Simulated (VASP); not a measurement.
# BiTe (Fm-3m) in VASP: further runs, part 2 of 2

VASP 6.6.1.

## (3) Single point, PBE

This run uses another cell than the first one, of 32.84 Å³/atom, 1.032 times its volume.

Input file INCAR:

```
  PREC = Accurate
  ENCUT = 500
  EDIFF = 1E-6
  ISMEAR = -1
  SIGMA = 0.05
  LREAL = F
  LASPH = T
  NELM = 120
  ALGO = Normal
  ISIF = 2
  LWAVE = F
  LCHARG = F
  GGA = PE
  NBANDS = 18
  GGA_COMPAT = F
```

Input file KPOINTS:

```
regular mesh
0
Gamma
  8 8 8
```

Input file POSCAR:

```
BiTe
1.0
    0.0000000000      3.2023209981      3.2023209981
    3.2023209981      0.0000000000      3.2023209981
    3.2023209981      3.2023209981      0.0000000000
Bi Te
1 1
Direct
    0.0000000000      0.0000000000      0.0000000000
    0.5000000000      0.5000000000      0.5000000000
```

Potentials or basis: VASP PAW PBE potentials, release 64 (Bi_d, Te).

Launch:

```sh
$ cat potpaw_PBE.64/Bi_d/POTCAR potpaw_PBE.64/Te/POTCAR > POTCAR
$ mpirun -np 1 vasp_std > vasp.out
```

OUTCAR:

```text
PREC = Accurate
   ENCUT = 500
   EDIFF = 1E-6
   ISMEAR = -1
   LREAL = F
   LASPH = T
   NELM = 120
   ISIF = 2
   GGA = PE

 ion  position               nearest neighbor table
   1  0.000  0.000  0.000-   2 3.20   2 3.20   2 3.20   2 3.20   2 3.20   2 3.20
   2  0.500  0.500  0.500-   1 3.20   1 3.20   1 3.20   1 3.20   1 3.20   1 3.20

  LATTYP: Found a face centered cubic cell.
 ALAT       =     6.4046419962

  Lattice vectors:

 A1 = (   0.0000000000,   3.2023209981,   3.2023209981)
 A2 = (   3.2023209981,   0.0000000000,   3.2023209981)
 A3 = (   3.2023209981,   3.2023209981,   0.0000000000)

Analysis of symmetry for initial positions (statically):
=====================================================================
 Subroutine PRICEL returns:
 Original cell was already a primitive cell.

 Routine SETGRP: Setting up the symmetry group for a
 face centered cubic supercell.

 Subroutine GETGRP returns: Found 48 space group operations
 (whereof 48 operations were pure point group operations)
 out of a pool of 48 trial point group operations.

The static configuration has the point symmetry O_h .

Analysis of symmetry for dynamics (positions and initial velocities):
=====================================================================
 Subroutine PRICEL returns:
 Original cell was already a primitive cell.

 Routine SETGRP: Setting up the symmetry group for a
 face centered cubic supercell.

 Subroutine GETGRP returns: Found 48 space group operations
 (whereof 48 operations were pure point group operations)
 out of a pool of 48 trial point group operations.

The dynamic configuration has the point symmetry O_h .

 Subroutine INISYM returns: Found 48 space group operations
 (whereof 48 operations are pure point group operations),
 and found     1 'primitive' translations

----------------------------------------------------------------------------------------

                                     Primitive cell

  volume of cell :      65.6787

  direct lattice vectors                    reciprocal lattice vectors
     0.000000000  3.202320998  3.202320998    -0.156136752  0.156136752  0.156136752
     3.202320998  0.000000000  3.202320998     0.156136752 -0.156136752  0.156136752
     3.202320998  3.202320998  0.000000000     0.156136752  0.156136752 -0.156136752

  length of vectors
     4.528765787  4.528765787  4.528765787     0.270436788  0.270436788  0.270436788

  position of ions in fractional coordinates (direct lattice)
     0.000000000  0.000000000  0.000000000
     0.500000000  0.500000000  0.500000000

  ion indices of the primitive-cell ions
   primitive index   ion index
                 1           1
                 2           2

----------------------------------------------------------------------------------------

 KPOINTS: regular mesh

Automatic generation of k-mesh.
 Grid dimensions read from file:
 generate k-points for:    8    8    8

 Generating k-lattice:

  Cartesian coordinates                     Fractional coordinates (reciprocal lattice)
    -0.019517094  0.019517094  0.019517094     0.125000000  0.000000000  0.000000000
     0.019517094 -0.019517094  0.019517094     0.000000000  0.125000000  0.000000000
     0.019517094  0.019517094 -0.019517094     0.000000000  0.000000000  0.125000000

  Length of vectors
     0.033804598  0.033804598  0.033804598

  Shift w.r.t. Gamma in fractional coordinates (k-lattice)
     0.000000000  0.000000000  0.000000000

 Subroutine IBZKPT returns following result:
 ===========================================

 Found     29 irreducible k-points:

 Following reciprocal coordinates:
            Coordinates               Weight
  0.000000  0.000000  0.000000      1.000000
  0.125000  0.000000  0.000000      8.000000
  0.250000  0.000000  0.000000      8.000000
  0.375000  0.000000  0.000000      8.000000
  0.500000  0.000000  0.000000      4.000000
  0.125000  0.125000  0.000000      6.000000
[... 16 lines left out ...]
  0.500000  0.250000  0.125000     48.000000
 -0.375000  0.250000  0.125000     24.000000
 [... further k-points ...]
   k-points           NKPTS =     29   k-points in BZ     NKDIM =     29   number of bands    NBANDS=     18
   number of dos      NEDOS =    301   number of ions     NIONS =      2
   total plane-waves  NPLWV =  46656
   dimension x,y,z NGX =    36 NGY =   36 NGZ =   36
   dimension x,y,z NGXF=    72 NGYF=   72 NGZF=   72
   ions per type =               1   1
   NGX,Y,Z   is equivalent  to a cutoff of  13.22, 13.22, 13.22 a.u.
   NGXF,Y,Z  is equivalent  to a cutoff of  26.43, 26.43, 26.43 a.u.
 SYSTEM =  unknown system
   PREC   = accura    normal or accurate (medium, high low for compatibility)
   ISTART =      0    job   : 0-new  1-cont  2-samecut
   ICHARG =      2    charge: 1-file 2-atom 10-const
   ISPIN  =      1    spin polarized calculation?
   LNONCOLLINEAR =      F non collinear calculations
   LSORBIT =      F    spin-orbit coupling
   LASPH  =      T    aspherical Exc in radial PAW
   ENCUT  =  500.0 eV  36.75 Ry    6.06 a.u.   8.26  8.26  8.26*2*pi/ulx,y,z
   NELM   =    120;   NELMIN=  2; NELMDL= -5     # of ELM steps
   EDIFF  = 0.1E-05   stopping-criterion for ELM
   LREAL  =      F    real-space projection
   EDIFFG = 0.1E-04   stopping-criterion for IOM
   NSW    =      0    number of steps for IOM
   IBRION =     -1    ionic relax: 0-MD 1-quasi-New 2-CG
   NFREE  =      0    steps in history (QN), initial steepest desc. (CG)
   ISIF   =      2    stress and relaxation
   ISYM   =      2    0-nonsym 1-usesym 2-fastsym
   POTIM  = 0.5000    time-step for ionic-motion
   TEBEG  =    0.0;   TEEND  =   0.0 temperature during run
   PSTRESS=    0.0 pullay stress
   NELECT =      21.0000    total number of electrons
   NUPDOWN=      -1.0000    fix difference up-down
   EMIN   =  10.00;   EMAX   =-10.00  energy-range for DOS
   EFERMI =   0.00;   METHOD = LEGACY
   ISMEAR =    -1;   SIGMA  =   0.05  broadening in eV -4-tet -1-fermi 0-gaus
   EFERMI_NEDOS =   21; number of points for ismear=-14 and -15
   IALGO  =     38    algorithm
   IMIX   =      4    mixing-type and parameters
     AMIX     =   0.40;   BMIX     =  1.00
     AMIX_MAG =   1.60;   BMIX_MAG =  1.00
  volume/ion in A,a.u.               =      32.84       221.61
  Fermi-wavevector in a.u.,A,eV,Ry     =   1.119454  2.115462 17.050523  1.253178
  Thomas-Fermi vector in A             =   2.256094
   LORBIT       =      0    0 simple, 1 ext, 2 COOP (PROOUT), +10 PAW based schemes
   GGA     = PE    functional components
   LHFCALC =     F    Hartree Fock is set to
   AEXX    =    0.0000 exact exchange contribution
   IVDW    =     0    specifies the selected vdW correction
   LEPSILON=     F    determine dielectric tensor
   LRPA    =     F    only Hartree local field effects (RPA)
 non-spin polarized calculation
  energy-cutoff  :      500.00
  volume of cell :       65.68
 maximum number of plane-waves:      1700
 NGX is ok and might be reduce to    36
   NGX = 17   NGY = 17   NGZ = 17

 number of electron      21.0000004 magnetization

 Free energy of the ion-electron system (eV)
  ---------------------------------------------------
  ext. energy  EPLUGINS =         0.00000000
  ---------------------------------------------------
  free energy    TOTEN  =        -7.16739329 eV

  energy without entropy =       -7.15728466  energy(sigma->0) =       -7.16233897

 E-fermi :   7.0262     XC(G=0):  -9.5692

 val. band max:        6.9968549051   @ k =   0.5000   0.2500   0.1250
 cond. band min:       7.0560548544   @ k =  -0.2500   0.2500   0.0000
 fundamental gap:      0.0591999493
 Fermi energy:         7.0261749188

 k-point     1 :       0.0000    0.0000    0.0000
  band No.  band energies     occupation
      1     -16.1247      2.00000
      2     -16.1247      2.00000
      3     -16.1202      2.00000
      4     -16.1202      2.00000
      5     -16.1202      2.00000
      6      -6.7125      2.00000
[... 10 lines left out ...]
     17      13.2932      0.00000
     18      13.5055      0.00000
[... 463 lines left out ...]
 k-point    24 :      -0.3750    0.2500    0.1250
  band No.  band energies     occupation
      1     -16.1330      2.00000
      2     -16.1271      2.00000
      3     -16.1167      2.00000
      4     -16.1144      2.00000
      5     -16.1110      2.00000
      6      -4.5009      2.00000
[... 10 lines left out ...]
     17      16.0582      0.00000
     18      18.1828      0.00000

 [... further k-points ...]

------------------------ aborting loop because EDIFF is reached ----------------------------------------

  FORCE on cell =-STRESS in cart. coord.  units (eV):
  Direction    XX          YY          ZZ          XY          YZ          ZX
  --------------------------------------------------------------------------------------
  -------------------------------------------------------------------------------------
  Total        0.9227163      0.9227163      0.9227163      0.0000000      0.0000000      0.0000000
  in kB       22.5088946     22.5088946     22.5088946      0.0000000      0.0000000      0.0000000
  external PRESSURE =      22.5088946 kB  Pullay stress =       0.0000000 kB

 VOLUME and BASIS-vectors are now :
 -----------------------------------------------------------------------------
  energy-cutoff  :      500.00
  volume of cell :       65.68
      direct lattice vectors                 reciprocal lattice vectors
     0.000000000  3.202320998  3.202320998    -0.156136752  0.156136752  0.156136752
     3.202320998  0.000000000  3.202320998     0.156136752 -0.156136752  0.156136752
     3.202320998  3.202320998  0.000000000     0.156136752  0.156136752 -0.156136752

 POSITION                                       TOTAL-FORCE (eV/Angst)
 -----------------------------------------------------------------------------------
      0.00000      0.00000      0.00000         0.000000      0.000000      0.000000
      3.20232      3.20232      3.20232         0.000000      0.000000     -0.000000
 -----------------------------------------------------------------------------------
    total drift:                               -0.000000      0.000000      0.000000

  FREE ENERGIE OF THE ION-ELECTRON SYSTEM (eV)
  ---------------------------------------------------
  free  energy   TOTEN  =        -7.1673932859 eV

  energy  without entropy=       -7.1572846563  energy(sigma->0) =       -7.16233897
```

OSZICAR:

```text
N       E                     dE             d eps       ncg     rms          rms(c)
DAV:   1     0.154455137822E+03    0.15446E+03   -0.97417E+03  1044   0.109E+03
DAV:   2     0.449115688642E+01   -0.14996E+03   -0.14604E+03  1110   0.301E+02
DAV:   3    -0.685276316973E+01   -0.11344E+02   -0.11182E+02  1284   0.869E+01
DAV:   4    -0.716933813443E+01   -0.31657E+00   -0.31540E+00  1282   0.157E+01
DAV:   5    -0.718316692734E+01   -0.13829E-01   -0.13827E-01  1480   0.313E+00    0.649E+00
DAV:   6    -0.716359359951E+01    0.19573E-01   -0.69369E-02  1466   0.167E+00    0.402E+00
DAV:   7    -0.716761981905E+01   -0.40262E-02   -0.24547E-02  1160   0.850E-01    0.437E-01
DAV:   8    -0.716727512889E+01    0.34469E-03   -0.42371E-03  1344   0.444E-01    0.117E-01
DAV:   9    -0.716739299378E+01   -0.11786E-03   -0.37756E-04  1222   0.114E-01    0.545E-02
DAV:  10    -0.716739428277E+01   -0.12890E-05   -0.95321E-06  1438   0.183E-02    0.348E-02
DAV:  11    -0.716739308018E+01    0.12026E-05   -0.36538E-06  1138   0.949E-03    0.187E-02
DAV:  12    -0.716739328595E+01   -0.20576E-06   -0.99573E-08   662   0.242E-03
   1 F= -.71673933E+01 E0= -.71623390E+01  d E =-.101086E-01
```

stdout:

```text
POSCAR found type information on POSCAR BiTe
 POSCAR found :  2 types and       2 ions
 scaLAPACK will be used
 LDA part: xc-table for (Slater+PW92), standard interpolation
 POSCAR, INCAR and KPOINTS ok, starting setup
 FFT: planning ... GRIDC
 FFT: planning ... GRID_SOFT
 FFT: planning ... GRID
 WAVECAR not read
 entering main loop
```

Wall time 47 s (1 thread of Intel Xeon 8259CL, shared host); peak memory 0.21 GiB.

Results:

| Item | Value |
| --- | --- |
| Free energy | -7.1674 eV |
| Pressure | 2.3 GPa |

Caveat: spin-orbit coupling is left out, which moves the levels of the heavy elements.
